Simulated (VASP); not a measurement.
# B (Fm-3m) in VASP: single point with PBE

Aim: the single point of B with PBE.

Program: VASP 6.6.1. These are calculated values, not measurements. Logs are shortened: lines on timing, memory, paths and dates and some standing lists are left out, and cuts for length are marked.

## (1) The cell of the first run

Symmetry: Fm-3m, No. 225, cubic system. Conventional cell: a = 4.913 Å, b = 4.913 Å, c = 4.913 Å, α = 90.00°, β = 90.00°, γ = 90.00°. B (site symmetry m-3m) has 12 B at 3.47 Å within 4.6 Å.

## (2) Single point, PBE

INCAR reads:

```
SYSTEM = B
ALGO     = Normal         ! electronic algorithm
EDIFF    = 1E-6           ! SCF threshold, eV
ENCUT    = 520            ! plane-wave cutoff, eV
GGA      = PE             ! functional
ISIF     = 2              ! what is computed and relaxed
ISMEAR   = 1              ! smearing method
LASPH    = .True.         ! aspherical terms in the spheres
LCHARG   = .False.        ! write CHGCAR
LREAL    = .False.        ! projectors in reciprocal space
LWAVE    = .False.        ! write WAVECAR
NBANDS   = 8              ! bands
NELM     = 80             ! most SCF steps
PREC     = Accurate       ! precision mode
SIGMA    = 0.15           ! smearing width, eV
```

KPOINTS reads:

```
k-points
0
Gamma
  8 8 8
  0 0 0
```

POSCAR reads:

```
B
1.0
    0.0000000000      2.4563200000      2.4563200000
    2.4563200000      0.0000000000      2.4563200000
    2.4563200000      2.4563200000      0.0000000000
B
1
Direct
    0.0000000000      0.0000000000      0.0000000000
```

Potentials or basis: VASP PAW PBE potentials, release 64 (B).

The run is started by

```console
> cat potpaw_PBE.64/B/POTCAR > POTCAR
> mpirun -np 1 vasp_std > vasp.out
```

OUTCAR:

```text
SYSTEM = B
   EDIFF = 1E-6
   ENCUT = 520
   GGA = PE
   ISIF = 2
   ISMEAR = 1
   LASPH = .True.
   LREAL = .False.
   NELM = 80
   PREC = Accurate

 ion  position               nearest neighbor table
   1  0.000  0.000  0.000-

  LATTYP: Found a face centered cubic cell.
 ALAT       =     4.9126400000

  Lattice vectors:

 A1 = (   0.0000000000,   2.4563200000,   2.4563200000)
 A2 = (   2.4563200000,   0.0000000000,   2.4563200000)
 A3 = (   2.4563200000,   2.4563200000,   0.0000000000)

Analysis of symmetry for initial positions (statically):
=====================================================================
 Subroutine PRICEL returns:
 Original cell was already a primitive cell.

 Routine SETGRP: Setting up the symmetry group for a
 face centered cubic supercell.

 Subroutine GETGRP returns: Found 48 space group operations
 (whereof 48 operations were pure point group operations)
 out of a pool of 48 trial point group operations.

The static configuration has the point symmetry O_h .

Analysis of symmetry for dynamics (positions and initial velocities):
=====================================================================
 Subroutine PRICEL returns:
 Original cell was already a primitive cell.

 Routine SETGRP: Setting up the symmetry group for a
 face centered cubic supercell.

 Subroutine GETGRP returns: Found 48 space group operations
 (whereof 48 operations were pure point group operations)
 out of a pool of 48 trial point group operations.

The dynamic configuration has the point symmetry O_h .

 Subroutine INISYM returns: Found 48 space group operations
 (whereof 48 operations are pure point group operations),
 and found     1 'primitive' translations

----------------------------------------------------------------------------------------

                                     Primitive cell

  volume of cell :      29.6405

  direct lattice vectors                    reciprocal lattice vectors
     0.000000000  2.456320000  2.456320000    -0.203556540  0.203556540  0.203556540
     2.456320000  0.000000000  2.456320000     0.203556540 -0.203556540  0.203556540
     2.456320000  2.456320000  0.000000000     0.203556540  0.203556540 -0.203556540

  length of vectors
     3.473761058  3.473761058  3.473761058     0.352570269  0.352570269  0.352570269

  position of ions in fractional coordinates (direct lattice)
     0.000000000  0.000000000  0.000000000

  ion indices of the primitive-cell ions
   primitive index   ion index
                 1           1

----------------------------------------------------------------------------------------

 KPOINTS: k-points

Automatic generation of k-mesh.
 Grid dimensions read from file:
 generate k-points for:    8    8    8

 Generating k-lattice:

  Cartesian coordinates                     Fractional coordinates (reciprocal lattice)
    -0.025444567  0.025444567  0.025444567     0.125000000  0.000000000  0.000000000
     0.025444567 -0.025444567  0.025444567     0.000000000  0.125000000  0.000000000
     0.025444567  0.025444567 -0.025444567     0.000000000  0.000000000  0.125000000

  Length of vectors
     0.044071284  0.044071284  0.044071284

  Shift w.r.t. Gamma in fractional coordinates (k-lattice)
     0.000000000  0.000000000  0.000000000

 Subroutine IBZKPT returns following result:
 ===========================================

 Found     29 irreducible k-points:

 Following reciprocal coordinates:
            Coordinates               Weight
  0.000000  0.000000  0.000000      1.000000
  0.125000  0.000000  0.000000      8.000000
  0.250000  0.000000  0.000000      8.000000
  0.375000  0.000000  0.000000      8.000000
  0.500000  0.000000  0.000000      4.000000
  0.125000  0.125000  0.000000      6.000000
[... 16 lines left out ...]
  0.500000  0.250000  0.125000     48.000000
 -0.375000  0.250000  0.125000     24.000000
 [... further k-points ...]
   k-points           NKPTS =     29   k-points in BZ     NKDIM =     29   number of bands    NBANDS=      8
   number of dos      NEDOS =    301   number of ions     NIONS =      1
   total plane-waves  NPLWV =  21952
   dimension x,y,z NGX =    28 NGY =   28 NGZ =   28
   dimension x,y,z NGXF=    56 NGYF=   56 NGZF=   56
   ions per type =               1
   NGX,Y,Z   is equivalent  to a cutoff of  13.40, 13.40, 13.40 a.u.
   NGXF,Y,Z  is equivalent  to a cutoff of  26.80, 26.80, 26.80 a.u.
 SYSTEM =  B
   PREC   = accura    normal or accurate (medium, high low for compatibility)
   ISTART =      0    job   : 0-new  1-cont  2-samecut
   ICHARG =      2    charge: 1-file 2-atom 10-const
   ISPIN  =      1    spin polarized calculation?
   LNONCOLLINEAR =      F non collinear calculations
   LSORBIT =      F    spin-orbit coupling
   LASPH  =      T    aspherical Exc in radial PAW
   ENCUT  =  520.0 eV  38.22 Ry    6.18 a.u.   6.46  6.46  6.46*2*pi/ulx,y,z
   NELM   =     80;   NELMIN=  2; NELMDL= -5     # of ELM steps
   EDIFF  = 0.1E-05   stopping-criterion for ELM
   LREAL  =      F    real-space projection
   EDIFFG = 0.1E-04   stopping-criterion for IOM
   NSW    =      0    number of steps for IOM
   IBRION =     -1    ionic relax: 0-MD 1-quasi-New 2-CG
   NFREE  =      0    steps in history (QN), initial steepest desc. (CG)
   ISIF   =      2    stress and relaxation
   ISYM   =      2    0-nonsym 1-usesym 2-fastsym
   POTIM  = 0.5000    time-step for ionic-motion
   TEBEG  =    0.0;   TEEND  =   0.0 temperature during run
   PSTRESS=    0.0 pullay stress
   NELECT =       3.0000    total number of electrons
   NUPDOWN=      -1.0000    fix difference up-down
   EMIN   =  10.00;   EMAX   =-10.00  energy-range for DOS
   EFERMI =   0.00;   METHOD = LEGACY
   ISMEAR =     1;   SIGMA  =   0.15  broadening in eV -4-tet -1-fermi 0-gaus
   EFERMI_NEDOS =   21; number of points for ismear=-14 and -15
   IALGO  =     38    algorithm
   IMIX   =      4    mixing-type and parameters
     AMIX     =   0.40;   BMIX     =  1.00
     AMIX_MAG =   1.60;   BMIX_MAG =  1.00
  volume/ion in A,a.u.               =      29.64       200.02
  Fermi-wavevector in a.u.,A,eV,Ry     =   0.762934  1.441736  7.919520  0.582068
  Thomas-Fermi vector in A             =   1.862505
   LORBIT       =      0    0 simple, 1 ext, 2 COOP (PROOUT), +10 PAW based schemes
   GGA     = PE    functional components
   LHFCALC =     F    Hartree Fock is set to
   AEXX    =    0.0000 exact exchange contribution
   IVDW    =     0    specifies the selected vdW correction
   LEPSILON=     F    determine dielectric tensor
   LRPA    =     F    only Hartree local field effects (RPA)
 non-spin polarized calculation
 Methfessel and Paxton  Order N= 1 SIGMA  =   0.15
  energy-cutoff  :      520.00
  volume of cell :       29.64
 maximum number of plane-waves:       821
 NGX is ok and might be reduce to    28
   NGX = 13   NGY = 13   NGZ = 13

 number of electron       3.0000000 magnetization

 Free energy of the ion-electron system (eV)
  ---------------------------------------------------
  ext. energy  EPLUGINS =         0.00000000
  ---------------------------------------------------
  free energy    TOTEN  =        -1.74540738 eV

  energy without entropy =       -1.74390599  energy(sigma->0) =       -1.74490692

 E-fermi :  -1.5142     XC(G=0):  -7.0292

 val. band max:       -1.6375684772   @ k =  -0.3750   0.3750   0.1250
 cond. band min:      -1.5138500986   @ k =   0.5000   0.2500   0.1250
 fundamental gap:      0.1237183786
 Fermi energy:        -1.5141798757

 k-point     1 :       0.0000    0.0000    0.0000
  band No.  band energies     occupation
      1      -8.4048      2.00000
      2       2.0336      0.00000
      3       2.0336      0.00000
      4       2.0336      0.00000
      5       8.7342      0.00000
      6      13.3479      0.00000
      7      13.3479      0.00000
      8      13.3479      0.00000

 k-point     2 :       0.1250    0.0000    0.0000
  band No.  band energies     occupation
      1      -8.1892      2.00000
      2       1.3586     -0.00000
      3       1.9568      0.00000
      4       1.9568      0.00000
      5       9.0867      0.00000
      6      11.9411      0.00000
      7      13.5791      0.00000
      8      13.5791      0.00000

 k-point     3 :       0.2500    0.0000    0.0000
  band No.  band energies     occupation
      1      -7.5692      2.00000
      2      -0.2022     -0.00000
      3       1.7840      0.00000
      4       1.7840      0.00000
      5       9.4165      0.00000
      6      11.0947      0.00000
      7      13.4029      0.00000
      8      13.4029      0.00000

 k-point     4 :       0.3750    0.0000    0.0000
  band No.  band energies     occupation
      1      -6.6790      2.00000
      2      -1.8847      2.00264
      3       1.6265      0.00000
      4       1.6265      0.00000
      5       9.0881      0.00000
      6      11.3284      0.00000
      7      12.7031      0.00000
      8      12.7031      0.00000

 k-point     5 :       0.5000    0.0000    0.0000
  band No.  band energies     occupation
      1      -6.1041      2.00000
      2      -2.7577      2.00000
      3       1.5652      0.00000
      4       1.5652      0.00000
      5       8.9170      0.00000
      6      11.4463      0.00000
      7      12.4108      0.00000
      8      12.4108      0.00000
[... 177 lines left out ...]
 k-point    22 :       0.3750    0.2500    0.1250
  band No.  band energies     occupation
      1      -7.0430      2.00000
      2      -0.3769     -0.00000
      3       0.7303     -0.00000
      4       1.4951      0.00000
      5       9.4911      0.00000
      6      10.1951      0.00000
      7      11.7345      0.00000
      8      14.4727      0.00000

 k-point    23 :       0.5000    0.2500    0.1250
  band No.  band energies     occupation
      1      -6.2207      2.00000
      2      -1.5139      0.99628
      3       0.2577     -0.00000
      4       1.2117     -0.00000
      5       9.2400      0.00000
      6      10.2311      0.00000
      7      11.6214      0.00000
      8      13.9849      0.00000

 k-point    24 :      -0.3750    0.2500    0.1250
  band No.  band energies     occupation
      1      -5.7175      2.00000
      2      -2.2035      2.00000
      3       0.1601     -0.00000
      4       1.0564     -0.00000
      5       9.1249      0.00000
      6      10.0884      0.00000
      7      12.0376      0.00000
      8      13.7178      0.00000

 [... further k-points ...]
[... 5 lines left out ...]
  --------------------------------------------------------------------------------------
  -------------------------------------------------------------------------------------
  Total       -1.8203652     -1.8203652     -1.8203652     -0.0000000     -0.0000000      0.0000000
  in kB      -98.3975493    -98.3975493    -98.3975493     -0.0000000     -0.0000000      0.0000000
  external PRESSURE =     -98.3975493 kB  Pullay stress =       0.0000000 kB

 VOLUME and BASIS-vectors are now :
 -----------------------------------------------------------------------------
  energy-cutoff  :      520.00
  volume of cell :       29.64
      direct lattice vectors                 reciprocal lattice vectors
     0.000000000  2.456320000  2.456320000    -0.203556540  0.203556540  0.203556540
     2.456320000  0.000000000  2.456320000     0.203556540 -0.203556540  0.203556540
     2.456320000  2.456320000  0.000000000     0.203556540  0.203556540 -0.203556540

 POSITION                                       TOTAL-FORCE (eV/Angst)
 -----------------------------------------------------------------------------------
      0.00000      0.00000      0.00000         0.000000      0.000000      0.000000
 -----------------------------------------------------------------------------------
    total drift:                                0.000000     -0.000000     -0.000000

  FREE ENERGIE OF THE ION-ELECTRON SYSTEM (eV)
  ---------------------------------------------------
  free  energy   TOTEN  =        -1.7454073850 eV

  energy  without entropy=       -1.7439059915  energy(sigma->0) =       -1.74490692
```

It took 13 s on 1 thread of AMD EPYC 7R13, shared host; peak memory 0.11 GiB.

What came out:

- Free energy: -1.7454 eV
- Pressure: -9.8 GPa

Levels at points of the mesh, in eV from the Fermi level:
```tsv
k point	band 1	band 2	band 3	band 4
(0.00, 0.00, 0.00)	-6.89	3.55	3.55	3.55
(0.50, 0.00, 0.00)	-4.59	-1.24	3.08	3.08
(0.50, 0.50, 0.00)	-3.77	-0.69	2.01	2.01
```
